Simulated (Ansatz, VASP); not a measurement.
## KCl in VASP and in Ansatz

```
K Cl
1.0
     3.76082    0.00000    0.00000
     0.00000    3.76082    0.00000
     0.00000    0.00000    3.76082
K Cl
1 1
Direct
  0.00000 0.00000 0.00000
  0.50000 0.50000 0.50000
```

Alike in both runs: task single point; functional HSE06; k mesh 4 × 4 × 4; occupations fermi-dirac, width 0.05 eV; no spin polarisation.

```csv
,VASP,Ansatz
version,VASP 6.6.1,Ansatz 0.2.0
potentials or method,"VASP PAW PBE potentials, release 64 (K_sv, Cl)",Ansatz PAW
plane-wave cutoff (eV),520,420
valence electrons in the cell,16,16
```

Ansatz gave:

* gap on the k mesh at the Fermi level (eV): 6.41
* least direct gap on the mesh (eV): 6.64
* pressure (GPa): 0.8

What did VASP give for the same quantities?

gap on the k mesh at the Fermi level (eV): 6.40; least direct gap on the mesh (eV): 6.64; pressure (GPa): 0.9.

The functional is the same, so the differences come from potentials, cutoffs and numerics.
